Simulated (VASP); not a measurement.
Write the native input for VASP 6.6.1 that does the following.

| Item | Value |
| --- | --- |
| Task | single point |
| Functional | PBEsol |
| Potentials or basis | VASP PAW PBE potentials, release 64 (Ag) |
| Cutoff | 520 eV |
| k mesh | 12 × 12 × 2 |
| Occupations | gaussian, width 0.1 eV |
| Spin | no spin polarisation |
| Dipole correction | no |
| Further INCAR settings | ALGO = Fast; EDIFF = 1e-06; NBANDS = 60 |

The structure of Ag lies in POSCAR:

```
Ag
1.0
    2.9548034150      0.0000000000      0.0000000000
   -1.4774017075      2.5589348206      0.0000000000
    0.0000000000      0.0000000000     20.4694112345
Ag
9
Direct
    0.0000000000      0.0000000000      0.0000000000
    0.0000000000      0.0000000000      0.7776254854
    0.3333333333      0.6666666667      0.8890411813
    0.6666666667      0.3333333333      0.3333333333
    0.6666666667      0.3333333333      0.1109588187
    0.0000000000      0.0000000000      0.2223745146
    0.3333333333      0.6666666667      0.6666666667
    0.3333333333      0.6666666667      0.4442921520
    0.6666666667      0.3333333333      0.5557078480
```

This cell differs from its parent crystal: biaxial strain in the a-b plane: +3.0 %, then relaxed in part.

These files were run (other wordings do the same):

INCAR

```
SYSTEM = Ag
PREC = Accurate ; ENCUT = 520
EDIFF = 1E-6 ; ISMEAR = 0
SIGMA = 0.1 ; LREAL = .False.
LASPH = .True. ; NELM = 100
ALGO = Fast ; ISIF = 2
LWAVE = .False. ; LCHARG = .True.
GGA = PS ; LELF = .True.
LVHAR = .True. ; NBANDS = 60
```

KPOINTS

```
Automatic mesh
0
Gamma
  12 12 2
  0 0 0
```

Potentials or basis: VASP PAW PBE potentials, release 64 (Ag).

The run is started by

```bash
$ cat potpaw_PBE.64/Ag/POTCAR > POTCAR
$ mpirun -np 1 vasp_std > vasp.out
```

It gave:

```yaml
Pressure: -3.0 GPa
```

Caveat: the cell differs from its parent crystal (biaxial strain in the a-b plane: +3.0 %, then relaxed in part); the PAW data sets were made with another functional, which shifts forces and pressure a little.

Wall time 5.7 min on 1 thread of Intel Xeon 6975P-C, with other jobs on the host, peak memory 0.43 GiB.
